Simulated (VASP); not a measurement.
# TePt (P6_3mc) in VASP: further runs

Runs on TePt. Level: r2SCAN. Tasks: single point.

Program: VASP 6.6.1. These are calculated values, not measurements. Logs are shortened: lines on timing, memory, paths and dates and some standing lists are left out, and cuts for length are marked.

### 1 The cell of the first run

The structure is hexagonal, space group P6_3mc (No. 186). The conventional cell has a = 4.111 Å, b = 4.111 Å, c = 5.446 Å, α = 90.00°, β = 90.00°, γ = 120.00°. Te (site symmetry 3m) has 6 Pt at 2.52 to 3.02 Å within 3.3 Å. Within 3.3 Å of Pt (site symmetry 3m) lie 6 Te at 2.52 to 3.02 Å and 2 Pt at 2.72 Å.

### 2 Single point, r2SCAN (all Pt atoms moved -0.500 Å, as atom 3 along Cartesian [0 0 1])

Input file POSCAR:

```
TePt
1.0
    4.1109998117      0.0000000000      0.0000000000
   -2.0554999058      3.5602302719      0.0000000000
    0.0000000000      0.0000000000      5.4460000000
Te Pt
2 2
Direct
    0.3333333333      0.6666666667      0.2500000000
    0.6666666667      0.3333333333      0.7500000000
    0.0000000000      0.0000000000     -0.0918105031
    0.0000000000      0.0000000000      0.4081894969
```

Input file INCAR.step1:

```
ALGO     = Normal         # electronic algorithm
EDIFF    = 1E-4           # SCF threshold, eV
ENCUT    = 520            # plane-wave cutoff, eV
GGA      = PE             # functional
ISMEAR   = 0              # smearing method
LASPH    = True           # aspherical terms in the spheres
LCHARG   = False          # write CHGCAR
LREAL    = False          # projectors in reciprocal space
LWAVE    = True           # write WAVECAR
NBANDS   = 24             # bands
NELM     = 100            # most SCF steps
PREC     = Accurate       # precision mode
SIGMA    = 0.15           # smearing width, eV
```

Input file INCAR.step2:

```
ALGO     = Normal         # electronic algorithm
EDIFF    = 1E-6           # SCF threshold, eV
ENCUT    = 520            # plane-wave cutoff, eV
ISIF     = 2              # what is computed and relaxed
ISMEAR   = 0              # smearing method
ISTART   = 1            
LASPH    = True           # aspherical terms in the spheres
LCHARG   = False          # write CHGCAR
LMIXTAU  = True         
LREAL    = False          # projectors in reciprocal space
LWAVE    = False          # write WAVECAR
METAGGA  = R2SCAN         # meta-GGA
NBANDS   = 24             # bands
NELM     = 100            # most SCF steps
PREC     = Accurate       # precision mode
SIGMA    = 0.15           # smearing width, eV
```

Input file KPOINTS:

```
k-points
0
Gamma
  12 12 10
```

Potentials or basis: VASP PAW PBE potentials, release 64 (Te, Pt).

Launch:

```
> cat potpaw_PBE.64/Te/POTCAR potpaw_PBE.64/Pt/POTCAR > POTCAR
> cp INCAR.step1 INCAR
> mpirun -np 1 vasp_std > vasp.out
> cp INCAR.step2 INCAR
> mpirun -np 1 vasp_std > vasp.out
```

OUTCAR:

```text
EDIFF = 1E-6
   ENCUT = 520
   ISIF = 2
   ISMEAR = 0
   ISTART = 1
   LASPH = True
   LREAL = False
   METAGGA = R2SCAN
   NELM = 100
   PREC = Accurate

 ion  position               nearest neighbor table
   1  0.333  0.667  0.250-   4 2.52   4 2.52   4 2.52   3 3.02   3 3.02   3 3.02   2 3.61   2 3.61
                             2 3.61   2 3.61   2 3.61   2 3.61
   2  0.667  0.333  0.750-   3 2.52   3 2.52   3 2.52   4 3.02   4 3.02   4 3.02   1 3.61   1 3.61
                             1 3.61   1 3.61   1 3.61   1 3.61
   3  0.000  0.000  0.908-   2 2.52   2 2.52   2 2.52   4 2.72   4 2.72   1 3.02   1 3.02   1 3.02

   4  0.000  0.000  0.408-   1 2.52   1 2.52   1 2.52   3 2.72   3 2.72   2 3.02   2 3.02   2 3.02

  LATTYP: Found a hexagonal cell.
 ALAT       =     4.1109998117
 C/A-ratio  =     1.3247385671

  Lattice vectors:

 A1 = (   4.1109998117,   0.0000000000,   0.0000000000)
 A2 = (  -2.0554999058,   3.5602302719,   0.0000000000)
 A3 = (   0.0000000000,   0.0000000000,   5.4460000000)

Analysis of symmetry for initial positions (statically):
=====================================================================
 Subroutine PRICEL returns:
 Original cell was already a primitive cell.

 Routine SETGRP: Setting up the symmetry group for a
 hexagonal supercell.

 Subroutine GETGRP returns: Found 12 space group operations
 (whereof  6 operations were pure point group operations)
 out of a pool of 24 trial point group operations.

The static configuration has the point symmetry C_3v.
 The point group associated with its full space group is C_6v.

Analysis of symmetry for dynamics (positions and initial velocities):
=====================================================================
 Subroutine PRICEL returns:
 Original cell was already a primitive cell.

 Routine SETGRP: Setting up the symmetry group for a
 hexagonal supercell.

 Subroutine GETGRP returns: Found 12 space group operations
 (whereof  6 operations were pure point group operations)
 out of a pool of 24 trial point group operations.

The dynamic configuration has the point symmetry C_3v.
 The point group associated with its full space group is C_6v.

 Subroutine INISYM returns: Found 12 space group operations
 (whereof  6 operations are pure point group operations),
 and found     1 'primitive' translations

----------------------------------------------------------------------------------------

                                     Primitive cell

  volume of cell :      79.7082

  direct lattice vectors                    reciprocal lattice vectors
     4.110999812  0.000000000  0.000000000     0.243249829  0.140440354  0.000000000
    -2.055499906  3.560230272  0.000000000     0.000000000  0.280880708  0.000000000
     0.000000000  0.000000000  5.446000000     0.000000000  0.000000000  0.183621006

  length of vectors
     4.110999812  4.110999812  5.446000000     0.280880708  0.280880708  0.183621006

  position of ions in fractional coordinates (direct lattice)
     0.333333333  0.666666667  0.250000000
     0.666666667  0.333333333  0.750000000
     0.000000000  0.000000000  0.908189497
     0.000000000  0.000000000  0.408189497

  ion indices of the primitive-cell ions
   primitive index   ion index
                 1           1
                 2           2
                 3           3
                 4           4

----------------------------------------------------------------------------------------

 KPOINTS: k-points

Automatic generation of k-mesh.
 Grid dimensions read from file:
 generate k-points for:   12   12   10

 Generating k-lattice:

  Cartesian coordinates                     Fractional coordinates (reciprocal lattice)
     0.020270819  0.011703363  0.000000000     0.083333333  0.000000000  0.000000000
     0.000000000  0.023406726  0.000000000     0.000000000  0.083333333  0.000000000
     0.000000000  0.000000000  0.018362101     0.000000000  0.000000000  0.100000000

  Length of vectors
     0.023406726  0.023406726  0.018362101

  Shift w.r.t. Gamma in fractional coordinates (k-lattice)
     0.000000000  0.000000000  0.000000000

 Subroutine IBZKPT returns following result:
 ===========================================

 Found    114 irreducible k-points:

 Following reciprocal coordinates:
            Coordinates               Weight
  0.000000  0.000000  0.000000      1.000000
  0.083333  0.000000  0.000000      6.000000
  0.166667 -0.000000  0.000000      6.000000
  0.250000 -0.000000  0.000000      6.000000
  0.333333 -0.000000  0.000000      6.000000
  0.416667  0.000000  0.000000      6.000000
[... 16 lines left out ...]
  0.250000 -0.000000  0.100000     12.000000
  0.333333 -0.000000  0.100000     12.000000
 [... further k-points ...]
   k-points           NKPTS =    114   k-points in BZ     NKDIM =    114   number of bands    NBANDS=     24
   number of dos      NEDOS =    301   number of ions     NIONS =      4
   total plane-waves  NPLWV =  43008
   dimension x,y,z NGX =    32 NGY =   32 NGZ =   42
   dimension x,y,z NGXF=    64 NGYF=   64 NGZF=   84
   ions per type =               2   2
   NGX,Y,Z   is equivalent  to a cutoff of  12.94, 12.94, 12.82 a.u.
   NGXF,Y,Z  is equivalent  to a cutoff of  25.88, 25.88, 25.64 a.u.
 SYSTEM =  unknown system
   PREC   = accura    normal or accurate (medium, high low for compatibility)
   ISTART =      1    job   : 0-new  1-cont  2-samecut
   ICHARG =      0    charge: 1-file 2-atom 10-const
   ISPIN  =      1    spin polarized calculation?
   LNONCOLLINEAR =      F non collinear calculations
   LSORBIT =      F    spin-orbit coupling
   LASPH  =      T    aspherical Exc in radial PAW
   ENCUT  =  520.0 eV  38.22 Ry    6.18 a.u.   7.64  7.64 10.13*2*pi/ulx,y,z
   NELM   =    100;   NELMIN=  2; NELMDL=  0     # of ELM steps
   EDIFF  = 0.1E-05   stopping-criterion for ELM
   LREAL  =      F    real-space projection
   EDIFFG = 0.1E-04   stopping-criterion for IOM
   NSW    =      0    number of steps for IOM
   IBRION =     -1    ionic relax: 0-MD 1-quasi-New 2-CG
   NFREE  =      0    steps in history (QN), initial steepest desc. (CG)
   ISIF   =      2    stress and relaxation
   ISYM   =      2    0-nonsym 1-usesym 2-fastsym
   POTIM  = 0.5000    time-step for ionic-motion
   TEBEG  =    0.0;   TEEND  =   0.0 temperature during run
   PSTRESS=    0.0 pullay stress
   NELECT =      32.0000    total number of electrons
   NUPDOWN=      -1.0000    fix difference up-down
   EMIN   =  10.00;   EMAX   =-10.00  energy-range for DOS
   EFERMI =   0.00;   METHOD = LEGACY
   ISMEAR =     0;   SIGMA  =   0.15  broadening in eV -4-tet -1-fermi 0-gaus
   EFERMI_NEDOS =   21; number of points for ismear=-14 and -15
   IALGO  =     38    algorithm
   IMIX   =      4    mixing-type and parameters
     AMIX     =   0.40;   BMIX     =  1.00
     AMIX_MAG =   1.60;   BMIX_MAG =  1.00
  volume/ion in A,a.u.               =      19.93       134.47
  Fermi-wavevector in a.u.,A,eV,Ry     =   1.207695  2.282212 19.844452  1.458526
  Thomas-Fermi vector in A             =   2.343325
   LORBIT       =      0    0 simple, 1 ext, 2 COOP (PROOUT), +10 PAW based schemes
   METAGGA = R2SCAN    functional components
   LHFCALC =     F    Hartree Fock is set to
   AEXX    =    0.0000 exact exchange contribution
   IVDW    =     0    specifies the selected vdW correction
   LEPSILON=     F    determine dielectric tensor
   LRPA    =     F    only Hartree local field effects (RPA)
 non-spin polarized calculation
 Gauss-broadening in eV      SIGMA  =   0.15
  energy-cutoff  :      520.00
  volume of cell :       79.71
 maximum number of plane-waves:      2187
 NGX is ok and might be reduce to    32
   NGX = 15   NGY = 15   NGZ = 21

 number of electron      31.9999998 magnetization

 Free energy of the ion-electron system (eV)
  ---------------------------------------------------
  ext. energy  EPLUGINS =         0.00000000
  ---------------------------------------------------
  free energy    TOTEN  =      -153.44574150 eV

  energy without entropy =     -153.41882916  energy(sigma->0) =     -153.43228533

 E-fermi :  10.7757     XC(G=0): -12.3476

 val. band max:       10.7752768397   @ k =   0.0000   0.0000   0.1000
 cond. band min:      10.7801195350   @ k =   0.3333   0.1667   0.0000
 fundamental gap:      0.0048426953
 Fermi energy:        10.7757161997

 k-point     1 :       0.0000    0.0000    0.0000
  band No.  band energies     occupation
      1      -4.6318      2.00000
      2      -1.6730      2.00000
      3       2.9763      2.00000
      4       3.5153      2.00000
      5       3.5153      2.00000
      6       4.2131      2.00000
[... 16 lines left out ...]
     23      18.3614      0.00000
     24      18.3614      0.00000

 k-point     2 :       0.0833    0.0000    0.0000
  band No.  band energies     occupation
      1      -4.5519      2.00000
      2      -1.6924      2.00000
      3       2.9430      2.00000
      4       3.5579      2.00000
      5       3.6925      2.00000
      6       4.1752      2.00000
[... 16 lines left out ...]
     23      17.5024      0.00000
     24      18.0075      0.00000

 k-point     3 :       0.1667   -0.0000    0.0000
  band No.  band energies     occupation
      1      -4.3179      2.00000
      2      -1.7529      2.00000
      3       2.9933      2.00000
      4       3.6754      2.00000
      5       3.9493      2.00000
      6       4.0914      2.00000
[... 16 lines left out ...]
     23      17.1182      0.00000
     24      17.4335      0.00000
[... 514 lines left out ...]
 k-point    23 :       0.2500   -0.0000    0.1000
  band No.  band energies     occupation
      1      -3.9089      2.00000
      2      -1.9254      2.00000
      3       3.1454      2.00000
      4       3.6477      2.00000
      5       3.8670      2.00000
      6       4.4097      2.00000
[... 16 lines left out ...]
     23      17.3870      0.00000
     24      18.3201      0.00000

 k-point    24 :       0.3333   -0.0000    0.1000
  band No.  band energies     occupation
      1      -3.4517      2.00000
      2      -2.0476      2.00000
      3       2.9024      2.00000
      4       3.6041      2.00000
      5       4.0006      2.00000
      6       4.4297      2.00000
[... 16 lines left out ...]
     23      17.8095      0.00000
     24      19.4042      0.00000

 [... further k-points ...]

------------------------ aborting loop because EDIFF is reached ----------------------------------------

  FORCE on cell =-STRESS in cart. coord.  units (eV):
  Direction    XX          YY          ZZ          XY          YZ          ZX
  --------------------------------------------------------------------------------------
  -------------------------------------------------------------------------------------
  Total       12.8258196     12.8258196      8.1110582      0.0000000     -0.0000000      0.0000000
  in kB      257.8057073    257.8057073    163.0365272      0.0000000     -0.0000000      0.0000000
  external PRESSURE =     226.2159806 kB  Pullay stress =       0.0000000 kB

 VOLUME and BASIS-vectors are now :
 -----------------------------------------------------------------------------
  energy-cutoff  :      520.00
  volume of cell :       79.71
      direct lattice vectors                 reciprocal lattice vectors
     4.110999812  0.000000000  0.000000000     0.243249829  0.140440354  0.000000000
    -2.055499906  3.560230272  0.000000000     0.000000000  0.280880708  0.000000000
     0.000000000  0.000000000  5.446000000     0.000000000  0.000000000  0.183621006

 POSITION                                       TOTAL-FORCE (eV/Angst)
 -----------------------------------------------------------------------------------
     -0.00000      2.37349      1.36150         0.000000      0.000000     -1.500003
      2.05550      1.18674      4.08450        -0.000000     -0.000000     -1.500003
      0.00000      0.00000      4.94600        -0.000000      0.000000      1.500003
      0.00000      0.00000      2.22300         0.000000     -0.000000      1.500003
 -----------------------------------------------------------------------------------
    total drift:                               -0.000000     -0.000000     -0.000746

  FREE ENERGIE OF THE ION-ELECTRON SYSTEM (eV)
  ---------------------------------------------------
  free  energy   TOTEN  =      -153.4457415037 eV

  energy  without entropy=     -153.4188291615  energy(sigma->0) =     -153.43228533
```

It took 7.1 min on 1 thread of Intel Xeon Platinum 8488C (Sapphire Rapids), shared host; peak memory 0.35 GiB.

Results:

| Property | Result |
| --- | --- |
| Free energy | -153.4457 eV |
| Pressure | 22.6 GPa |
| Largest force | 1.500 eV/Å |
| Band gap on the k mesh | zero (bands 16 and 17 overlap by 2.05 eV) |

Forces on the atoms (eV/Å):
```
Te   0.000  0.000 -1.500
Te   0.000  0.000 -1.500
Pt   0.000  0.000  1.500
Pt   0.000  0.000  1.500
```

Stress tensor (GPa, compression positive):
```
25.78  0.00  0.00
 0.00 25.78  0.00
 0.00  0.00 16.30
```

Levels at points of the mesh, in eV from the Fermi level:
```csv
k point,band 14,band 15,band 16,band 17,band 18,band 19
"(0.00, 0.00, 0.00)",-0.51,0.25,0.53,2.17,2.68,2.68
"(0.50, 0.00, 0.00)",-2.58,-2.30,-1.52,1.13,1.48,3.31
"(0.00, 0.00, 0.50)",-2.16,1.58,1.58,1.58,1.58,3.95
"(0.50, 0.00, 0.50)",-3.52,-0.77,-0.77,-0.01,-0.01,3.70
```

Caveat: the cell differs from its parent crystal (all Pt atoms moved -0.500 Å, as atom 3 along Cartesian [0 0 1]); the cell stands under pressure; the PAW data sets were made with another functional, which shifts forces and pressure a little; spin-orbit coupling is left out, which moves the levels of the heavy elements.

[end of part 1 of 2]
